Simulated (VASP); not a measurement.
# KF (zincblende type) (F-43m) in VASP: relaxation of cell and atoms with PBE

Aim: the relaxation of cell and atoms of KF (zincblende type) with PBE.

Everything below comes from runs of VASP 6.6.1. Logs are shortened: lines on timing, memory, paths and dates and some standing lists are left out, and cuts for length are marked.

### Step 1. The cell of the first run

It takes space group F-43m (No. 216, cubic). The conventional cell has a = 5.177 Å, b = 5.177 Å, c = 5.177 Å, α = 90.00°, β = 90.00°, γ = 90.00°. Within 3.0 Å of K (site symmetry -43m) lie 4 F at 2.24 Å. Within 3.0 Å of F (site symmetry -43m) lie 4 K at 2.24 Å.

### Step 2. Relaxation of cell and atoms, PBE

File INCAR:

```
  PREC = Accurate
  ENCUT = 1350
  EDIFF = 1E-7
  ISMEAR = -1
  SIGMA = 0.05
  LREAL = False
  LASPH = True
  NELM = 120
  ALGO = Normal
  ISIF = 3
  LWAVE = False
  LCHARG = False
  GGA = PE
  IBRION = 2
  NSW = 100
  EDIFFG = -0.005
  GGA_COMPAT = False
  NELMIN = 4
```

File KPOINTS:

```
regular mesh
0
Gamma
  11 11 11
```

File POSCAR:

```
KF
1.0
    0.0000000000      2.5884303890      2.5884303890
    2.5884303890      0.0000000000      2.5884303890
    2.5884303890      2.5884303890      0.0000000000
K F
1 1
Direct
    0.0000000000      0.0000000000      0.0000000000
    0.2500000000      0.2500000000      0.2500000000
```

Potentials or basis: VASP PAW PBE potentials, release 64 (K_sv, F_h).

Launch:

```sh
$ cat potpaw_PBE.64/K_sv/POTCAR potpaw_PBE.64/F_h/POTCAR > POTCAR
$ mpirun -np 1 vasp_std > vasp.out
```

OUTCAR:

```text
PREC = Accurate
   ENCUT = 1350
   EDIFF = 1E-7
   ISMEAR = -1
   LREAL = False
   LASPH = True
   NELM = 120
   ISIF = 3
   GGA = PE
   IBRION = 2
   NSW = 100
   EDIFFG = -0.005
   NELMIN = 4

 ion  position               nearest neighbor table
   1  0.000  0.000  0.000-   2 2.24   2 2.24   2 2.24   2 2.24
   2  0.250  0.250  0.250-   1 2.24   1 2.24   1 2.24   1 2.24

  LATTYP: Found a face centered cubic cell.
 ALAT       =     5.1768607780

  Lattice vectors:

 A1 = (   0.0000000000,   2.5884303890,   2.5884303890)
 A2 = (   2.5884303890,   0.0000000000,   2.5884303890)
 A3 = (   2.5884303890,   2.5884303890,   0.0000000000)

Analysis of symmetry for initial positions (statically):
=====================================================================
 Subroutine PRICEL returns:
 Original cell was already a primitive cell.

 Routine SETGRP: Setting up the symmetry group for a
 face centered cubic supercell.

 Subroutine GETGRP returns: Found 24 space group operations
 (whereof 24 operations were pure point group operations)
 out of a pool of 48 trial point group operations.

The static configuration has the point symmetry T_d .

Analysis of symmetry for dynamics (positions and initial velocities):
=====================================================================
 Subroutine PRICEL returns:
 Original cell was already a primitive cell.

 Routine SETGRP: Setting up the symmetry group for a
 face centered cubic supercell.

 Subroutine GETGRP returns: Found 24 space group operations
 (whereof 24 operations were pure point group operations)
 out of a pool of 48 trial point group operations.

The dynamic configuration has the point symmetry T_d .

 Subroutine INISYM returns: Found 24 space group operations
 (whereof 24 operations are pure point group operations),
 and found     1 'primitive' translations

----------------------------------------------------------------------------------------

                                     Primitive cell

  volume of cell :      34.6848

  direct lattice vectors                    reciprocal lattice vectors
     0.000000000  2.588430389  2.588430389    -0.193167258  0.193167258  0.193167258
     2.588430389  0.000000000  2.588430389     0.193167258 -0.193167258  0.193167258
     2.588430389  2.588430389  0.000000000     0.193167258  0.193167258 -0.193167258

  length of vectors
     3.660593361  3.660593361  3.660593361     0.334575505  0.334575505  0.334575505

  position of ions in fractional coordinates (direct lattice)
     0.000000000  0.000000000  0.000000000
     0.250000000  0.250000000  0.250000000

  ion indices of the primitive-cell ions
   primitive index   ion index
                 1           1
                 2           2

----------------------------------------------------------------------------------------

 KPOINTS: regular mesh

Automatic generation of k-mesh.
 Grid dimensions read from file:
 generate k-points for:   11   11   11

 Generating k-lattice:

  Cartesian coordinates                     Fractional coordinates (reciprocal lattice)
    -0.017560660  0.017560660  0.017560660     0.090909091  0.000000000  0.000000000
     0.017560660 -0.017560660  0.017560660     0.000000000  0.090909091  0.000000000
     0.017560660  0.017560660 -0.017560660     0.000000000  0.000000000  0.090909091

  Length of vectors
     0.030415955  0.030415955  0.030415955

  Shift w.r.t. Gamma in fractional coordinates (k-lattice)
     0.000000000  0.000000000  0.000000000

 Subroutine IBZKPT returns following result:
 ===========================================

 Found     56 irreducible k-points:

 Following reciprocal coordinates:
            Coordinates               Weight
  0.000000  0.000000  0.000000      1.000000
  0.090909  0.000000  0.000000      8.000000
  0.181818  0.000000  0.000000      8.000000
  0.272727  0.000000  0.000000      8.000000
  0.363636  0.000000  0.000000      8.000000
  0.454545  0.000000  0.000000      8.000000
[... 16 lines left out ...]
 -0.272727  0.181818  0.000000     24.000000
 -0.181818  0.181818  0.000000     12.000000
 [... further k-points ...]
   k-points           NKPTS =     56   k-points in BZ     NKDIM =     56   number of bands    NBANDS=     12
   number of dos      NEDOS =    301   number of ions     NIONS =      2
   total plane-waves  NPLWV = 110592
   dimension x,y,z NGX =    48 NGY =   48 NGZ =   48
   dimension x,y,z NGXF=    96 NGYF=   96 NGZF=   96
   ions per type =               1   1
   NGX,Y,Z   is equivalent  to a cutoff of  21.80, 21.80, 21.80 a.u.
   NGXF,Y,Z  is equivalent  to a cutoff of  43.60, 43.60, 43.60 a.u.
 SYSTEM =  unknown system
   PREC   = accura    normal or accurate (medium, high low for compatibility)
   ISTART =      0    job   : 0-new  1-cont  2-samecut
   ICHARG =      2    charge: 1-file 2-atom 10-const
   ISPIN  =      1    spin polarized calculation?
   LNONCOLLINEAR =      F non collinear calculations
   LSORBIT =      F    spin-orbit coupling
   LASPH  =      T    aspherical Exc in radial PAW
   ENCUT  = 1350.0 eV  99.22 Ry    9.96 a.u.  10.97 10.97 10.97*2*pi/ulx,y,z
   NELM   =    120;   NELMIN=  4; NELMDL= -5     # of ELM steps
   EDIFF  = 0.1E-06   stopping-criterion for ELM
   LREAL  =      F    real-space projection
   EDIFFG = -.5E-02   stopping-criterion for IOM
   NSW    =    100    number of steps for IOM
   IBRION =      2    ionic relax: 0-MD 1-quasi-New 2-CG
   NFREE  =      1    steps in history (QN), initial steepest desc. (CG)
   ISIF   =      3    stress and relaxation
   ISYM   =      2    0-nonsym 1-usesym 2-fastsym
   POTIM  = 0.5000    time-step for ionic-motion
   TEBEG  =    0.0;   TEEND  =   0.0 temperature during run
   PSTRESS=    0.0 pullay stress
   NELECT =      16.0000    total number of electrons
   NUPDOWN=      -1.0000    fix difference up-down
   EMIN   =  10.00;   EMAX   =-10.00  energy-range for DOS
   EFERMI =   0.00;   METHOD = LEGACY
   ISMEAR =    -1;   SIGMA  =   0.05  broadening in eV -4-tet -1-fermi 0-gaus
   EFERMI_NEDOS =   21; number of points for ismear=-14 and -15
   IALGO  =     38    algorithm
   IMIX   =      4    mixing-type and parameters
     AMIX     =   0.40;   BMIX     =  1.00
     AMIX_MAG =   1.60;   BMIX_MAG =  1.00
  volume/ion in A,a.u.               =      17.34       117.03
  Fermi-wavevector in a.u.,A,eV,Ry     =   1.264935  2.390381 21.770158  1.600061
  Thomas-Fermi vector in A             =   2.398215
   LORBIT       =      0    0 simple, 1 ext, 2 COOP (PROOUT), +10 PAW based schemes
   GGA     = PE    functional components
   LHFCALC =     F    Hartree Fock is set to
   AEXX    =    0.0000 exact exchange contribution
   IVDW    =     0    specifies the selected vdW correction
   LEPSILON=     F    determine dielectric tensor
   LRPA    =     F    only Hartree local field effects (RPA)
 conjugate gradient relaxation of ions
 non-spin polarized calculation
  energy-cutoff  :     1350.00
  volume of cell :       34.68
 maximum number of plane-waves:      3928
 NGX is ok and might be reduce to    48
   NGX = 21   NGY = 21   NGZ = 21

--------------------------------------- Ionic step        1  -------------------------------------------

 number of electron      16.0000000 magnetization

 Free energy of the ion-electron system (eV)
  ---------------------------------------------------
  ext. energy  EPLUGINS =         0.00000000
  ---------------------------------------------------
  free energy    TOTEN  =        -7.23994810 eV

  energy without entropy =       -7.23994810  energy(sigma->0) =       -7.23994810

------------------------ aborting loop because EDIFF is reached ----------------------------------------

  FORCE on cell =-STRESS in cart. coord.  units (eV):
  Direction    XX          YY          ZZ          XY          YZ          ZX
  --------------------------------------------------------------------------------------
  -------------------------------------------------------------------------------------
  Total        4.9860413      4.9860413      4.9860413      0.0000000      0.0000000      0.0000000
  in kB      230.3175286    230.3175286    230.3175286      0.0000000      0.0000000      0.0000000
  external PRESSURE =     230.3175286 kB  Pullay stress =       0.0000000 kB
[... 89 lines left out ...]
  FREE ENERGIE OF THE ION-ELECTRON SYSTEM (eV)
  ---------------------------------------------------
  free  energy   TOTEN  =        -8.1101195539 eV

  energy  without entropy=       -8.1101195539  energy(sigma->0) =       -8.11011955

[... ionic steps 4 to 18 ...]

--------------------------------------- Ionic step       19  -------------------------------------------

 number of electron      15.9999998 magnetization

------------------------ aborting loop because EDIFF is reached ----------------------------------------

  FORCE on cell =-STRESS in cart. coord.  units (eV):
  Direction    XX          YY          ZZ          XY          YZ          ZX
  --------------------------------------------------------------------------------------
  -------------------------------------------------------------------------------------
  Total        0.0281627      0.0281627      0.0281627     -0.0000000     -0.0000000     -0.0000000
  in kB        0.8556507      0.8556507      0.8556507     -0.0000000     -0.0000000     -0.0000000
  external PRESSURE =       0.8556507 kB  Pullay stress =       0.0000000 kB
[... 57 lines left out ...]
  energy  without entropy=       -8.1150848460  energy(sigma->0) =       -8.11508485

--------------------------------------- Ionic step       21  -------------------------------------------

 number of electron      15.9999998 magnetization

 Free energy of the ion-electron system (eV)
  ---------------------------------------------------
  ext. energy  EPLUGINS =         0.00000000
  ---------------------------------------------------
  free energy    TOTEN  =        -8.11511241 eV

  energy without entropy =       -8.11511241  energy(sigma->0) =       -8.11511241

 E-fermi :  -2.3983     XC(G=0):  -6.8458

 val. band max:       -3.5773267748   @ k =  -0.3636   0.4545   0.1818
 cond. band min:       1.4670809092   @ k =   0.0000   0.0000   0.0000
 fundamental gap:      5.0444076840
 Fermi energy:        -2.3982901655

 k-point     1 :       0.0000    0.0000    0.0000
  band No.  band energies     occupation
      1     -29.8948      2.00000
      2     -22.0745      2.00000
      3     -13.3112      2.00000
      4     -13.3112      2.00000
      5     -13.3112      2.00000
      6      -3.7482      2.00000
      7      -3.7482      2.00000
      8      -3.7482      2.00000
      9       1.4671      0.00000
     10       8.0114      0.00000
     11       8.0114      0.00000
     12       8.1054      0.00000
[... 331 lines left out ...]
 k-point    24 :      -0.1818    0.1818    0.0000
  band No.  band energies     occupation
      1     -29.8732      2.00000
      2     -22.1175      2.00000
      3     -13.3985      2.00000
      4     -13.3324      2.00000
      5     -13.3218      2.00000
      6      -3.8286      2.00000
      7      -3.7000      2.00000
      8      -3.6935      2.00000
      9       2.9199      0.00000
     10       6.6949      0.00000
     11       7.1454      0.00000
     12       7.5664      0.00000

 [... further k-points ...]

------------------------ aborting loop because EDIFF is reached ----------------------------------------

  FORCE on cell =-STRESS in cart. coord.  units (eV):
  Direction    XX          YY          ZZ          XY          YZ          ZX
  --------------------------------------------------------------------------------------
  -------------------------------------------------------------------------------------
  Total        0.0003709      0.0003709      0.0003709     -0.0000000      0.0000000     -0.0000000
  in kB        0.0112235      0.0112235      0.0112235     -0.0000000      0.0000000     -0.0000000
  external PRESSURE =       0.0112235 kB  Pullay stress =       0.0000000 kB
[... 17 lines left out ...]
  FREE ENERGIE OF THE ION-ELECTRON SYSTEM (eV)
  ---------------------------------------------------
  free  energy   TOTEN  =        -8.1151124123 eV

  energy  without entropy=       -8.1151124122  energy(sigma->0) =       -8.11511241

 reached required accuracy - stopping structural energy minimisation
```

Run time: 18 min. Hardware: 1 thread of AMD EPYC 7R43 (Zen 3), shared host; peak memory 0.39 GiB.

Results:

| Item | Value |
| --- | --- |
| Free energy | -8.1151 eV |
| Relaxed volume | 26.47 Å³/atom |
| Relaxed cell | a = 4.215 Å, b = 4.215 Å, c = 4.215 Å, α = 60.00°, β = 60.00°, γ = 60.00° |
| Space group after relaxing (to 0.1 Å) | F-43m (No. 216) |
| Energy gained by relaxing | 437.6 meV/atom |
| Ionic steps | 21 |
| Pressure after relaxing | 0.0 GPa |
| Band gap on the k mesh | 5.04 eV (least direct gap 5.22 eV) |

The path:
```csv
step,energy change (eV),largest force (eV/Å),pressure (GPa),volume (Å³)
1,0.0000,0.0000,23.03,34.68
2,-0.8509,0.0000,2.00,48.76
3,-0.8702,0.0000,0.83,50.98
4,-0.8675,0.0000,-0.89,55.60
5,-0.8751,0.0000,-0.05,53.08
6,-0.8751,0.0000,0.13,52.66
7,-0.8751,0.0000,0.12,52.66
8,-0.8751,0.0000,0.12,52.66
9,-0.8751,0.0000,0.11,52.66
10,-0.8751,0.0000,0.11,52.66
11,-0.8751,0.0000,0.11,52.66
12,-0.8751,0.0000,0.11,52.66
13,-0.8751,0.0000,0.11,52.66
14,-0.8751,0.0000,0.11,52.66
15,-0.8751,0.0000,0.11,52.67
16,-0.8751,0.0000,0.11,52.67
17,-0.8751,0.0000,0.11,52.68
18,-0.8751,0.0000,0.10,52.70
19,-0.8751,0.0000,0.09,52.73
20,-0.8751,0.0000,0.06,52.81
21,-0.8752,0.0000,0.00,52.95
```

Final structure:
```
K F
1.0
     0.00000    2.98043    2.98043
     2.98043    0.00000    2.98043
     2.98043    2.98043    0.00000
K F
1 1
Direct
  0.00000 0.00000 0.00000
  0.25000 0.25000 0.25000
```

Caveat: the volume moved by over 15 % at a fixed basis, so the end points are rough; an odd mesh through Γ misses points on the zone boundary, where band edges can lie.
